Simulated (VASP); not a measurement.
# Ga3Bi2N3 (P4/mmm) in VASP: single point with PBE

Aim: the single point of Ga3Bi2N3 with PBE.

Everything below comes from runs of VASP 6.6.1. Logs are shortened: lines on timing, memory, paths and dates and some standing lists are left out, and cuts for length are marked.

## 1. The cell of the first run

The structure is tetragonal, space group P4/mmm (No. 123). Conventional cell: a = 5.286 Å, b = 5.286 Å, c = 9.816 Å, α = 90.00°, β = 90.00°, γ = 90.00°. Within 2.3 Å of Ga (site symmetry 4mm) lie 1 N at 1.73 Å. Within 2.7 Å of Ga (site symmetry 4/mmm) lie 2 N at 1.97 Å and 4 Bi at 2.64 Å. Within 3.5 Å of Bi (site symmetry mmm) lie 2 Ga at 2.64 Å and 6 N at 2.64 to 3.30 Å. N (site symmetry 4mm) has 2 Ga at 1.73 to 1.97 Å within 2.3 Å. Within 3.5 Å of N (site symmetry 4/mmm) lie 4 Bi at 2.64 Å.

The cell was generated, and may not be a known phase.

## 2. Single point, PBE

Input file INCAR:

```
SYSTEM = Ga3Bi2N3
PREC = Accurate ; ENCUT = 1330
EDIFF = 1E-6 ; ISMEAR = 0
SIGMA = 0.15 ; LREAL = .FALSE.
LASPH = .TRUE. ; NELM = 120
ALGO = Normal ; ISIF = 2
LWAVE = .FALSE. ; LCHARG = .TRUE.
GGA = PE ; LELF = .TRUE.
LVHAR = .TRUE. ; NBANDS = 52
GGA_COMPAT = .FALSE.
```

Input file KPOINTS:

```
Automatic mesh
0
G
  3 3 2
  0 0 0
```

Input file POSCAR:

```
Ga3Bi2N3
1.0
    5.2859603531      0.0000000000      0.0000000000
    0.0000000000      5.2859603531      0.0000000000
    0.0000000000      0.0000000000      9.8163741535
Ga Bi N
3 2 3
Direct
    0.5000000000      0.5000000000      0.8766552294
    0.5000000000      0.5000000000      0.1233447706
    0.5000000000      0.5000000000      0.5000000000
    0.5000000000      0.0000000000      0.5000000000
    0.0000000000      0.5000000000      0.5000000000
    0.5000000000      0.5000000000      0.2991697032
    0.5000000000      0.5000000000      0.7008302968
    0.0000000000      0.0000000000      0.5000000000
```

Potentials or basis: VASP PAW PBE potentials, release 64 (Ga_d, Bi_d, N_h).

On the command line:

```sh
$ cat potpaw_PBE.64/Ga_d/POTCAR potpaw_PBE.64/Bi_d/POTCAR potpaw_PBE.64/N_h/POTCAR > POTCAR
$ mpirun -np 1 vasp_std > vasp.out
```

OUTCAR:

```text
SYSTEM = Ga3Bi2N3
   PREC = Accurate
   ENCUT = 1330
   EDIFF = 1E-6
   ISMEAR = 0
   LREAL = .FALSE.
   LASPH = .TRUE.
   NELM = 120
   ISIF = 2
   GGA = PE

 ion  position               nearest neighbor table
   1  0.500  0.500  0.877-   7 1.73   2 2.42
   2  0.500  0.500  0.123-   6 1.73   1 2.42
   3  0.500  0.500  0.500-   6 1.97   7 1.97   4 2.64   5 2.64   4 2.64   5 2.64
   4  0.500  0.000  0.500-   3 2.64   8 2.64   3 2.64   8 2.64   5 3.74   5 3.74   5 3.74   5 3.74

   5  0.000  0.500  0.500-   3 2.64   8 2.64   8 2.64   3 2.64   4 3.74   4 3.74   4 3.74   4 3.74

   6  0.500  0.500  0.299-   2 1.73   3 1.97
   7  0.500  0.500  0.701-   1 1.73   3 1.97
   8  0.000  0.000  0.500-   4 2.64   5 2.64   5 2.64   4 2.64

  LATTYP: Found a simple tetragonal cell.
 ALAT       =     5.2859603531
 C/A-ratio  =     1.8570654144

  Lattice vectors:

 A1 = (   5.2859603531,   0.0000000000,   0.0000000000)
 A2 = (   0.0000000000,   5.2859603531,   0.0000000000)
 A3 = (   0.0000000000,   0.0000000000,   9.8163741535)

Analysis of symmetry for initial positions (statically):
=====================================================================
 Subroutine PRICEL returns:
 Original cell was already a primitive cell.

 Routine SETGRP: Setting up the symmetry group for a
 simple tetragonal supercell.

 Subroutine GETGRP returns: Found 16 space group operations
 (whereof 16 operations were pure point group operations)
 out of a pool of 16 trial point group operations.

The static configuration has the point symmetry D_4h.

Analysis of symmetry for dynamics (positions and initial velocities):
=====================================================================
 Subroutine PRICEL returns:
 Original cell was already a primitive cell.

 Routine SETGRP: Setting up the symmetry group for a
 simple tetragonal supercell.

 Subroutine GETGRP returns: Found 16 space group operations
 (whereof 16 operations were pure point group operations)
 out of a pool of 16 trial point group operations.

The dynamic configuration has the point symmetry D_4h.

 Subroutine INISYM returns: Found 16 space group operations
 (whereof 16 operations are pure point group operations),
 and found     1 'primitive' translations

----------------------------------------------------------------------------------------

                                     Primitive cell

  volume of cell :     274.2830

  direct lattice vectors                    reciprocal lattice vectors
     5.285960353  0.000000000  0.000000000     0.189180382  0.000000000  0.000000000
     0.000000000  5.285960353  0.000000000     0.000000000  0.189180382  0.000000000
     0.000000000  0.000000000  9.816374153     0.000000000  0.000000000  0.101870608

  length of vectors
     5.285960353  5.285960353  9.816374153     0.189180382  0.189180382  0.101870608

  position of ions in fractional coordinates (direct lattice)
     0.500000000  0.500000000  0.876655229
     0.500000000  0.500000000  0.123344771
     0.500000000  0.500000000  0.500000000
     0.500000000  0.000000000  0.500000000
     0.000000000  0.500000000  0.500000000
     0.500000000  0.500000000  0.299169703
     0.500000000  0.500000000  0.700830297
     0.000000000  0.000000000  0.500000000

  ion indices of the primitive-cell ions
   primitive index   ion index
                 1           1
                 2           2
                 3           3
                 4           4
                 5           5
                 6           6
                 7           7
                 8           8

----------------------------------------------------------------------------------------

 KPOINTS: Automatic mesh

Automatic generation of k-mesh.
 Grid dimensions read from file:
 generate k-points for:    3    3    2

 Generating k-lattice:

  Cartesian coordinates                     Fractional coordinates (reciprocal lattice)
     0.063060127  0.000000000  0.000000000     0.333333333  0.000000000  0.000000000
     0.000000000  0.063060127  0.000000000     0.000000000  0.333333333  0.000000000
     0.000000000  0.000000000  0.050935304     0.000000000  0.000000000  0.500000000

  Length of vectors
     0.063060127  0.063060127  0.050935304

  Shift w.r.t. Gamma in fractional coordinates (k-lattice)
     0.000000000  0.000000000  0.000000000

 Subroutine IBZKPT returns following result:
 ===========================================

 Found      6 irreducible k-points:

 Following reciprocal coordinates:
            Coordinates               Weight
  0.000000  0.000000  0.000000      1.000000
  0.333333  0.000000  0.000000      4.000000
  0.333333  0.333333  0.000000      4.000000
  0.000000  0.000000  0.500000      1.000000
  0.333333  0.000000  0.500000      4.000000
  0.333333  0.333333  0.500000      4.000000
   k-points           NKPTS =      6   k-points in BZ     NKDIM =      6   number of bands    NBANDS=     52
   number of dos      NEDOS =    301   number of ions     NIONS =      8
   total plane-waves  NPLWV = 491520
   dimension x,y,z NGX =    64 NGY =   64 NGZ =  120
   dimension x,y,z NGXF=   128 NGYF=  128 NGZF=  240
   ions per type =               3   2   3
   NGX,Y,Z   is equivalent  to a cutoff of  20.13, 20.13, 20.32 a.u.
   NGXF,Y,Z  is equivalent  to a cutoff of  40.26, 40.26, 40.65 a.u.
 SYSTEM =  Ga3Bi2N3
   PREC   = accura    normal or accurate (medium, high low for compatibility)
   ISTART =      0    job   : 0-new  1-cont  2-samecut
   ICHARG =      2    charge: 1-file 2-atom 10-const
   ISPIN  =      1    spin polarized calculation?
   LNONCOLLINEAR =      F non collinear calculations
   LSORBIT =      F    spin-orbit coupling
   LASPH  =      T    aspherical Exc in radial PAW
   ENCUT  = 1330.0 eV  97.75 Ry    9.89 a.u.  15.72 15.72 29.19*2*pi/ulx,y,z
   NELM   =    120;   NELMIN=  2; NELMDL= -5     # of ELM steps
   EDIFF  = 0.1E-05   stopping-criterion for ELM
   LREAL  =      F    real-space projection
[... 7 lines left out ...]
   TEBEG  =    0.0;   TEEND  =   0.0 temperature during run
   PSTRESS=    0.0 pullay stress
   NELECT =      84.0000    total number of electrons
   NUPDOWN=      -1.0000    fix difference up-down
   EMIN   =  10.00;   EMAX   =-10.00  energy-range for DOS
   EFERMI =   0.00;   METHOD = LEGACY
   ISMEAR =     0;   SIGMA  =   0.15  broadening in eV -4-tet -1-fermi 0-gaus
   EFERMI_NEDOS =   21; number of points for ismear=-14 and -15
   IALGO  =     38    algorithm
   IMIX   =      4    mixing-type and parameters
     AMIX     =   0.40;   BMIX     =  1.00
     AMIX_MAG =   1.60;   BMIX_MAG =  1.00
  volume/ion in A,a.u.               =      34.29       231.37
  Fermi-wavevector in a.u.,A,eV,Ry     =   1.103490  2.085293 16.567672  1.217690
  Thomas-Fermi vector in A             =   2.239949
   LORBIT       =      0    0 simple, 1 ext, 2 COOP (PROOUT), +10 PAW based schemes
   GGA     = PE    functional components
   LHFCALC =     F    Hartree Fock is set to
   AEXX    =    0.0000 exact exchange contribution
   IVDW    =     0    specifies the selected vdW correction
   LEPSILON=     F    determine dielectric tensor
   LRPA    =     F    only Hartree local field effects (RPA)
 non-spin polarized calculation
 Gauss-broadening in eV      SIGMA  =   0.15
  energy-cutoff  :     1330.00
  volume of cell :      274.28
 maximum number of plane-waves:     30274
 NGX is ok and might be reduce to    64
   NGX = 31   NGY = 31   NGZ = 59

 number of electron      84.0000003 magnetization

 Free energy of the ion-electron system (eV)
  ---------------------------------------------------
  ext. energy  EPLUGINS =         0.00000000
  ---------------------------------------------------
  free energy    TOTEN  =       -31.94411144 eV

  energy without entropy =      -31.89744923  energy(sigma->0) =      -31.92078033

 E-fermi :   1.3934     XC(G=0):  -6.9454

 val. band max:        1.3749302492   @ k =   0.3333   0.3333   0.0000
 cond. band min:       1.4400529704   @ k =   0.3333   0.0000   0.5000
 fundamental gap:      0.0651227212
 Fermi energy:         1.3933932488

 k-point     1 :       0.0000    0.0000    0.0000
  band No.  band energies     occupation
      1     -21.9007      2.00000
      2     -21.8440      2.00000
      3     -21.7920      2.00000
      4     -21.7920      2.00000
      5     -21.7497      2.00000
      6     -21.7497      2.00000
[... 44 lines left out ...]
     51       6.0532      0.00000
     52       6.3625      0.00000

 k-point     2 :       0.3333    0.0000    0.0000
  band No.  band energies     occupation
      1     -21.8823      2.00000
      2     -21.8526      2.00000
      3     -21.7902      2.00000
      4     -21.7897      2.00000
      5     -21.7518      2.00000
      6     -21.7514      2.00000
[... 44 lines left out ...]
     51       5.4140      0.00000
     52       5.6809      0.00000

 k-point     3 :       0.3333    0.3333    0.0000
  band No.  band energies     occupation
      1     -21.8728      2.00000
      2     -21.8586      2.00000
      3     -21.7995      2.00000
      4     -21.7788      2.00000
      5     -21.7607      2.00000
      6     -21.7439      2.00000
[... 44 lines left out ...]
     51       5.2185      0.00000
     52       5.3154      0.00000

 k-point     4 :       0.0000    0.0000    0.5000
  band No.  band energies     occupation
      1     -21.9007      2.00000
      2     -21.8441      2.00000
      3     -21.7920      2.00000
      4     -21.7920      2.00000
      5     -21.7497      2.00000
      6     -21.7497      2.00000
[... 44 lines left out ...]
     51       6.2028      0.00000
     52       6.4304      0.00000

 k-point     5 :       0.3333    0.0000    0.5000
  band No.  band energies     occupation
      1     -21.8823      2.00000
      2     -21.8526      2.00000
      3     -21.7902      2.00000
      4     -21.7897      2.00000
      5     -21.7518      2.00000
      6     -21.7514      2.00000
[... 44 lines left out ...]
     51       5.8006      0.00000
     52       5.8655      0.00000

 k-point     6 :       0.3333    0.3333    0.5000
  band No.  band energies     occupation
      1     -21.8728      2.00000
      2     -21.8586      2.00000
      3     -21.7995      2.00000
      4     -21.7788      2.00000
      5     -21.7607      2.00000
      6     -21.7439      2.00000
[... 44 lines left out ...]
     51       5.3567      0.00000
     52       6.0064      0.00000

------------------------ aborting loop because EDIFF is reached ----------------------------------------

  FORCE on cell =-STRESS in cart. coord.  units (eV):
  Direction    XX          YY          ZZ          XY          YZ          ZX
  --------------------------------------------------------------------------------------
  -------------------------------------------------------------------------------------
  Total        0.3230459      0.3230459     -0.4731840      0.0000000     -0.0000000     -0.0000000
  in kB        1.8870173      1.8870173     -2.7640237      0.0000000     -0.0000000     -0.0000000
  external PRESSURE =       0.3366703 kB  Pullay stress =       0.0000000 kB

 VOLUME and BASIS-vectors are now :
 -----------------------------------------------------------------------------
  energy-cutoff  :     1330.00
  volume of cell :      274.28
      direct lattice vectors                 reciprocal lattice vectors
     5.285960353  0.000000000  0.000000000     0.189180382  0.000000000  0.000000000
     0.000000000  5.285960353  0.000000000     0.000000000  0.189180382  0.000000000
     0.000000000  0.000000000  9.816374153     0.000000000  0.000000000  0.101870608

 POSITION                                       TOTAL-FORCE (eV/Angst)
 -----------------------------------------------------------------------------------
      2.64298      2.64298      8.60558         0.000000     -0.000000     -0.121914
      2.64298      2.64298      1.21080        -0.000000     -0.000000      0.121914
      2.64298      2.64298      4.90819         0.000000      0.000000      0.000000
      2.64298      0.00000      4.90819         0.000000      0.000000      0.000000
      0.00000      2.64298      4.90819         0.000000      0.000000      0.000000
      2.64298      2.64298      2.93676         0.000000      0.000000     -0.118842
      2.64298      2.64298      6.87961         0.000000      0.000000      0.118842
      0.00000      0.00000      4.90819         0.000000      0.000000      0.000000
 -----------------------------------------------------------------------------------
    total drift:                                0.000000      0.000000     -0.000000

  FREE ENERGIE OF THE ION-ELECTRON SYSTEM (eV)
  ---------------------------------------------------
  free  energy   TOTEN  =       -31.9441114377 eV

  energy  without entropy=      -31.8974492273  energy(sigma->0) =      -31.92078033
```

Wall time 6.5 min (1 thread of Intel Xeon Platinum 8488C (Sapphire Rapids), shared host); peak memory 1.1 GiB.

Results:

```yaml
Free_energy: -31.9441 eV
Pressure: 0.0 GPa
Largest_force: 0.122 eV/Å
Band_gap_on_the_k_mesh: zero (bands 42 and 43 overlap by 0.74 eV)
```

Forces in eV/Å, atoms in the order of the input:
```
Ga   0.000  0.000 -0.122
Ga   0.000  0.000  0.122
Ga   0.000  0.000  0.000
Bi   0.000  0.000  0.000
Bi   0.000  0.000  0.000
N    0.000  0.000 -0.119
N    0.000  0.000  0.119
N    0.000  0.000  0.000
```

Stress tensor (GPa, compression positive):
```
 0.19  0.00  0.00
 0.00  0.19  0.00
 0.00  0.00 -0.28
```

Levels at points of the mesh, in eV from the Fermi level:
```
           k point  band 38  band 39  band 40  band 41  band 42  band 43  band 44  band 45  band 46  band 47
(0.00, 0.00, 0.00)    -2.10    -1.80    -1.80    -0.68    -0.68     0.44     0.47     1.66     1.69     1.94
(0.00, 0.00, 0.50)    -1.99    -1.99    -1.92    -0.38    -0.38    -0.38     0.46     0.93     1.64     1.64
```

Caveat: the k points lie up to 0.40 Å⁻¹ apart, too coarse for converged energies and pressures of a metal; spin-orbit coupling is left out, which moves the levels of the heavy elements.

The gap in the log of VASP goes by the Fermi energy; the results here count the filled bands.